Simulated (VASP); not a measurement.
# InP (F-43m) in VASP: single point with PBE

Aim: the single point of InP with PBE.

Everything below comes from runs of VASP 6.6.1. Logs are shortened: lines on timing, memory, paths and dates and some standing lists are left out, and cuts for length are marked.

## Step 1: The cell of the first run

The structure is cubic, space group F-43m (No. 216). The conventional cell has a = 5.861 Å, b = 5.861 Å, c = 5.861 Å, α = 90.00°, β = 90.00°, γ = 90.00°. In (site symmetry -43m) has 4 P at 2.54 Å within 3.3 Å. P (site symmetry -43m) has 4 In at 2.54 Å within 3.3 Å.

## Step 2: Single point, PBE

Input file INCAR:

```
SYSTEM = InP
PREC = Accurate
ENCUT = 520
EDIFF = 1E-6
ISMEAR = 0
SIGMA = 0.05
LREAL = .FALSE.
LASPH = .TRUE.
NELM = 100
ALGO = Normal
ISIF = 2
LWAVE = .FALSE.
LCHARG = .FALSE.
GGA = PE
NBANDS = 46
```

Input file KPOINTS:

```
Automatic mesh
0
G
  7 7 3
  0 0 0
```

Input file POSCAR:

```
InP
1.0
   -2.9305000000     -2.9305000000      0.0000000000
    2.9305000000     -2.9305000000      0.0000000000
    0.0000000000      0.0000000000     11.7220000000
In P
4 4
Direct
    0.0000000000      0.0000000000      0.0000000000
    0.5000000000      0.5000000000      0.2500000000
    0.0000000000      0.0000000000      0.5000000000
    0.5000000000      0.5000000000      0.7500000000
    0.5000000000      0.0000000000      0.3750000000
    0.0000000000      0.5000000000      0.6250000000
    0.5000000000      0.0000000000      0.8750000000
    0.0000000000      0.5000000000      0.1250000000
```

Potentials or basis: VASP PAW PBE potentials, release 64 (In_d, P).

Started as:

```console
cat potpaw_PBE.64/In_d/POTCAR potpaw_PBE.64/P/POTCAR > POTCAR
mpirun -np 1 vasp_std > vasp.out
```

OUTCAR:

```text
SYSTEM = InP
   PREC = Accurate
   ENCUT = 520
   EDIFF = 1E-6
   ISMEAR = 0
   LREAL = .FALSE.
   LASPH = .TRUE.
   NELM = 100
   ISIF = 2
   GGA = PE

 ion  position               nearest neighbor table
   1  0.000  0.000  0.000-   7 2.54   8 2.54   8 2.54   7 2.54
   2  0.500  0.500  0.250-   5 2.54   8 2.54   5 2.54   8 2.54
   3  0.000  0.000  0.500-   5 2.54   6 2.54   6 2.54   5 2.54
   4  0.500  0.500  0.750-   6 2.54   7 2.54   7 2.54   6 2.54
   5  0.500  0.000  0.375-   2 2.54   3 2.54   2 2.54   3 2.54
   6  0.000  0.500  0.625-   3 2.54   4 2.54   3 2.54   4 2.54
   7  0.500  0.000  0.875-   1 2.54   4 2.54   4 2.54   1 2.54
   8  0.000  0.500  0.125-   1 2.54   2 2.54   1 2.54   2 2.54

  LATTYP: Found a simple tetragonal cell.
 ALAT       =     4.1443528445
 C/A-ratio  =     2.8284271247

  Lattice vectors:

 A1 = (  -2.9305000000,  -2.9305000000,   0.0000000000)
 A2 = (   2.9305000000,  -2.9305000000,   0.0000000000)
 A3 = (   0.0000000000,   0.0000000000,  11.7220000000)

Analysis of symmetry for initial positions (statically):
=====================================================================
 Subroutine PRICEL returns following result:

  LATTYP: Found a face centered cubic cell.
 ALAT       =     5.8610000000

  Lattice vectors:

 A1 = (   0.0000000000,   2.9305000000,  -2.9305000000)
 A2 = (  -2.9305000000,   0.0000000000,  -2.9305000000)
 A3 = (  -2.9305000000,   2.9305000000,   0.0000000000)

   4 primitive cells build up your supercell.

 Routine SETGRP: Setting up the symmetry group for a
 simple tetragonal supercell.

 Subroutine GETGRP returns: Found  8 space group operations
 (whereof  8 operations were pure point group operations)
 out of a pool of 16 trial point group operations.

The static configuration has the point symmetry D_2d.

Analysis of symmetry for dynamics (positions and initial velocities):
=====================================================================
 Subroutine PRICEL returns following result:

  LATTYP: Found a face centered cubic cell.
 ALAT       =     5.8610000000

  Lattice vectors:

 A1 = (   0.0000000000,   2.9305000000,  -2.9305000000)
 A2 = (  -2.9305000000,   0.0000000000,  -2.9305000000)
 A3 = (  -2.9305000000,   2.9305000000,   0.0000000000)

   4 primitive cells build up your supercell.

 Routine SETGRP: Setting up the symmetry group for a
 simple tetragonal supercell.

 Subroutine GETGRP returns: Found  8 space group operations
 (whereof  8 operations were pure point group operations)
 out of a pool of 16 trial point group operations.

The dynamic configuration has the point symmetry D_2d.

 Subroutine INISYM returns: Found  8 space group operations
 (whereof  8 operations are pure point group operations),
 and found     4 'primitive' translations

----------------------------------------------------------------------------------------

                                     Primitive cell

  volume of cell :      50.3333

  direct lattice vectors                    reciprocal lattice vectors
     0.000000000  2.930500000 -2.930500000     0.170619348  0.170619348 -0.170619348
    -2.930500000  0.000000000 -2.930500000    -0.170619348 -0.170619348 -0.170619348
    -2.930500000  2.930500000  0.000000000    -0.170619348  0.170619348  0.170619348

  length of vectors
     4.144352845  4.144352845  4.144352845     0.295521380  0.295521380  0.295521380

  position of ions in fractional coordinates (direct lattice)
     0.000000000  0.000000000  0.000000000
     0.750000000  0.750000000  0.750000000

  ion indices of the primitive-cell ions
   primitive index   ion index
                 1           1
                 2           8

----------------------------------------------------------------------------------------

 KPOINTS: Automatic mesh

Automatic generation of k-mesh.
 Grid dimensions read from file:
 generate k-points for:    7    7    3

 Generating k-lattice:

  Cartesian coordinates                     Fractional coordinates (reciprocal lattice)
    -0.024374193 -0.024374193  0.000000000     0.142857143  0.000000000  0.000000000
     0.024374193 -0.024374193  0.000000000     0.000000000  0.142857143  0.000000000
     0.000000000  0.000000000  0.028436558     0.000000000  0.000000000  0.333333333

  Length of vectors
     0.034470314  0.034470314  0.028436558

  Shift w.r.t. Gamma in fractional coordinates (k-lattice)
     0.000000000  0.000000000  0.000000000

 Subroutine IBZKPT returns following result:
 ===========================================

 Found     20 irreducible k-points:

 Following reciprocal coordinates:
            Coordinates               Weight
  0.000000  0.000000  0.000000      1.000000
  0.142857  0.000000  0.000000      4.000000
  0.285714  0.000000  0.000000      4.000000
  0.428571  0.000000  0.000000      4.000000
  0.142857  0.142857  0.000000      4.000000
  0.285714  0.142857  0.000000      8.000000
[... 12 lines left out ...]
  0.428571  0.285714  0.333333     16.000000
  0.428571  0.428571  0.333333      8.000000
   k-points           NKPTS =     20   k-points in BZ     NKDIM =     20   number of bands    NBANDS=     46
   number of dos      NEDOS =    301   number of ions     NIONS =      8
   total plane-waves  NPLWV =  92160
   dimension x,y,z NGX =    32 NGY =   32 NGZ =   90
   dimension x,y,z NGXF=    64 NGYF=   64 NGZF=  180
   ions per type =               4   4
   NGX,Y,Z   is equivalent  to a cutoff of  12.84, 12.84, 12.76 a.u.
   NGXF,Y,Z  is equivalent  to a cutoff of  25.67, 25.67, 25.53 a.u.
 SYSTEM =  InP
   PREC   = accura    normal or accurate (medium, high low for compatibility)
   ISTART =      0    job   : 0-new  1-cont  2-samecut
   ICHARG =      2    charge: 1-file 2-atom 10-const
   ISPIN  =      1    spin polarized calculation?
   LNONCOLLINEAR =      F non collinear calculations
   LSORBIT =      F    spin-orbit coupling
   LASPH  =      T    aspherical Exc in radial PAW
   ENCUT  =  520.0 eV  38.22 Ry    6.18 a.u.   7.71  7.71 21.80*2*pi/ulx,y,z
   NELM   =    100;   NELMIN=  2; NELMDL= -5     # of ELM steps
   EDIFF  = 0.1E-05   stopping-criterion for ELM
   LREAL  =      F    real-space projection
   EDIFFG = 0.1E-04   stopping-criterion for IOM
   NSW    =      0    number of steps for IOM
   IBRION =     -1    ionic relax: 0-MD 1-quasi-New 2-CG
   NFREE  =      0    steps in history (QN), initial steepest desc. (CG)
   ISIF   =      2    stress and relaxation
   ISYM   =      2    0-nonsym 1-usesym 2-fastsym
   POTIM  = 0.5000    time-step for ionic-motion
   TEBEG  =    0.0;   TEEND  =   0.0 temperature during run
   PSTRESS=    0.0 pullay stress
   NELECT =      72.0000    total number of electrons
   NUPDOWN=      -1.0000    fix difference up-down
   EMIN   =  10.00;   EMAX   =-10.00  energy-range for DOS
   EFERMI =   0.00;   METHOD = LEGACY
   ISMEAR =     0;   SIGMA  =   0.05  broadening in eV -4-tet -1-fermi 0-gaus
   EFERMI_NEDOS =   21; number of points for ismear=-14 and -15
   IALGO  =     38    algorithm
   IMIX   =      4    mixing-type and parameters
     AMIX     =   0.40;   BMIX     =  1.00
     AMIX_MAG =   1.60;   BMIX_MAG =  1.00
  volume/ion in A,a.u.               =      25.17       169.83
  Fermi-wavevector in a.u.,A,eV,Ry     =   1.162021  2.195901 18.371846  1.350293
  Thomas-Fermi vector in A             =   2.298587
   LORBIT       =      0    0 simple, 1 ext, 2 COOP (PROOUT), +10 PAW based schemes
   GGA     = PE    functional components
   LHFCALC =     F    Hartree Fock is set to
   AEXX    =    0.0000 exact exchange contribution
   IVDW    =     0    specifies the selected vdW correction
   LEPSILON=     F    determine dielectric tensor
   LRPA    =     F    only Hartree local field effects (RPA)
 non-spin polarized calculation
 Gauss-broadening in eV      SIGMA  =   0.05
  energy-cutoff  :      520.00
  volume of cell :      201.33
 maximum number of plane-waves:      5443
 NGX is ok and might be reduce to    32
   NGX = 15   NGY = 15   NGZ = 43

 number of electron      71.9999970 magnetization

 Free energy of the ion-electron system (eV)
  ---------------------------------------------------
  ext. energy  EPLUGINS =         0.00000000
  ---------------------------------------------------
  free energy    TOTEN  =       -33.52471832 eV

  energy without entropy =      -33.52471832  energy(sigma->0) =      -33.52471832

 E-fermi :   5.4536     XC(G=0):  -9.2828

 val. band max:        5.1892474964   @ k =   0.0000   0.0000   0.0000
 cond. band min:       5.9012017688   @ k =   0.0000   0.0000   0.0000
 fundamental gap:      0.7119542724
 Fermi energy:         5.4535833630

 k-point     1 :       0.0000    0.0000    0.0000
  band No.  band energies     occupation
      1      -9.1823      2.00000
      2      -9.0992      2.00000
      3      -9.0992      2.00000
      4      -8.9969      2.00000
      5      -8.9969      2.00000
      6      -8.9968      2.00000
[... 38 lines left out ...]
     45       9.2812      0.00000
     46       9.2815      0.00000

 k-point     2 :       0.1429    0.0000    0.0000
  band No.  band energies     occupation
      1      -9.1717      2.00000
      2      -9.0977      2.00000
      3      -9.0977      2.00000
      4      -9.0148      2.00000
      5      -8.9915      2.00000
      6      -8.9877      2.00000
[... 38 lines left out ...]
     45       9.4226      0.00000
     46       9.7765      0.00000

 k-point     3 :       0.2857    0.0000    0.0000
  band No.  band energies     occupation
      1      -9.1484      2.00000
      2      -9.1028      2.00000
      3      -9.1028      2.00000
      4      -9.0552      2.00000
      5      -8.9765      2.00000
      6      -8.9694      2.00000
[... 822 lines left out ...]
     45      10.6619      0.00000
     46      11.6594      0.00000

 k-point    20 :       0.4286    0.4286    0.3333
  band No.  band energies     occupation
      1      -9.1701      2.00000
      2      -9.1680      2.00000
      3      -9.1546      2.00000
      4      -9.1528      2.00000
      5      -8.9287      2.00000
      6      -8.9271      2.00000
[... 38 lines left out ...]
     45      11.1548      0.00000
     46      12.0051      0.00000

------------------------ aborting loop because EDIFF is reached ----------------------------------------

  FORCE on cell =-STRESS in cart. coord.  units (eV):
  Direction    XX          YY          ZZ          XY          YZ          ZX
  --------------------------------------------------------------------------------------
  -------------------------------------------------------------------------------------
  Total        4.1481703      4.1481703      4.1000379      0.0000000      0.0000000     -0.0000000
  in kB       33.0104918     33.0104918     32.6274615      0.0000000      0.0000000     -0.0000000
  external PRESSURE =      32.8828150 kB  Pullay stress =       0.0000000 kB

 VOLUME and BASIS-vectors are now :
 -----------------------------------------------------------------------------
  energy-cutoff  :      520.00
  volume of cell :      201.33
      direct lattice vectors                 reciprocal lattice vectors
    -2.930500000 -2.930500000  0.000000000    -0.170619348 -0.170619348  0.000000000
     2.930500000 -2.930500000  0.000000000     0.170619348 -0.170619348  0.000000000
     0.000000000  0.000000000 11.722000000     0.000000000  0.000000000  0.085309674

 POSITION                                       TOTAL-FORCE (eV/Angst)
 -----------------------------------------------------------------------------------
      0.00000      0.00000      0.00000         0.000000      0.000000     -0.000000
      0.00000     -2.93050      2.93050         0.000000      0.000000      0.000000
      0.00000      0.00000      5.86100         0.000000      0.000000      0.000000
      0.00000     -2.93050      8.79150        -0.000000     -0.000000     -0.000000
     -1.46525     -1.46525      4.39575        -0.000000     -0.000000      0.000000
      1.46525     -1.46525      7.32625        -0.000000     -0.000000     -0.000000
     -1.46525     -1.46525     10.25675        -0.000000     -0.000000      0.000000
      1.46525     -1.46525      1.46525        -0.000000     -0.000000     -0.000000
 -----------------------------------------------------------------------------------
    total drift:                               -0.000000     -0.000000     -0.000000

  FREE ENERGIE OF THE ION-ELECTRON SYSTEM (eV)
  ---------------------------------------------------
  free  energy   TOTEN  =       -33.5247183165 eV

  energy  without entropy=      -33.5247183165  energy(sigma->0) =      -33.52471832
```

Wall time 4.3 min (1 thread of Intel Xeon 8259CL, shared host); peak memory 0.33 GiB.

Results:

```
Free energy            : -33.5247 eV
Pressure               : 3.3 GPa
Band gap on the k mesh : 0.71 eV
```

Levels at points of the mesh, in eV from the valence-band top:
| k point | band 33 | band 34 | band 35 | band 36 | band 37 | band 38 | band 39 | band 40 |
| --- | --- | --- | --- | --- | --- | --- | --- | --- |
| (0.00, 0.00, 0.00) | -1.41 | 0.00 | 0.00 | 0.00 | 0.71 | 1.76 | 2.27 | 2.49 |

Caveat: spin-orbit coupling is left out, which moves the levels of the heavy elements. As with any semilocal functional, this PBE gap is likely too small.
